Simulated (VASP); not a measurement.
Write the native input for VASP 6.6.1 that does the following.

```
Task                   : relaxation of cell and atoms
Functional             : PBE
Potentials or basis    : VASP PAW PBE potentials, release 64 (Al, N)
Cutoff                 : 600 eV
k mesh                 : 12 × 12 × 2
Occupations            : gaussian, width 0.02 eV
Spin                   : no spin polarisation
Dipole correction      : no
Further INCAR settings : ALGO = Normal; EDIFF = 1e-06; IBRION = 2; EDIFFG = -0.01; NSW = 65; ISIF = 3
```

The structure of AlN lies in POSCAR:

```
AlN
1.0
    3.1301924797      0.0000000000      0.0000000000
   -1.5650962399      2.7108262062      0.0000000000
    0.0000000000      0.0000000000     15.0545610802
Al N
6 6
Direct
    0.0000000000      0.0000000000      0.0000000000
    0.3333333333      0.6666666667      0.1666666667
    0.0000000000      0.0000000000      0.3333333333
    0.3333333333      0.6666666667      0.5000000000
    0.0000000000      0.0000000000      0.6666666667
    0.6666666667      0.3333333333      0.8333333333
    0.0000000000      0.0000000000      0.1250000000
    0.3333333333      0.6666666667      0.2916666667
    0.0000000000      0.0000000000      0.4583333333
    0.3333333333      0.6666666667      0.6250000000
    0.0000000000      0.0000000000      0.7916666667
    0.6666666667      0.3333333333      0.9583333333
```

The input as run:

INCAR

```
SYSTEM = AlN
PREC = Accurate
ENCUT = 600
EDIFF = 1E-6
ISMEAR = 0
SIGMA = 0.02
LREAL = .False.
LASPH = .True.
NELM = 80
ALGO = Normal
ISIF = 3
LWAVE = .False.
LCHARG = .False.
GGA = PE
IBRION = 2
NSW = 65
EDIFFG = -0.01
```

KPOINTS

```
regular mesh
0
Gamma
  12 12 2
  0 0 0
```

Potentials or basis: VASP PAW PBE potentials, release 64 (Al, N).

Run with:

```console
$ cat potpaw_PBE.64/Al/POTCAR potpaw_PBE.64/N/POTCAR > POTCAR
$ mpirun -np 1 vasp_std > vasp.out
```

Results of the run:

```json
{
 "Relaxed volume": "10.63 Å³/atom",
 "Relaxed cell": "a = 3.121 Å, b = 3.121 Å, c = 15.122 Å, α = 90.00°, β = 90.00°, γ = 120.00°",
 "Space group after relaxing (to 0.1 Å)": "P3m1 (No. 156)",
 "Energy gained by relaxing": "2.8 meV/atom",
 "Ionic steps": "11",
 "Pressure after relaxing": "0.0 GPa",
 "Largest force after relaxing": "0.009 eV/Å",
 "Band gap on the k mesh": "4.03 eV"
}
```

It took 11 min on 1 thread of Oxide Virtual Turin-like Processor, on a shared host, peak memory 0.34 GiB.
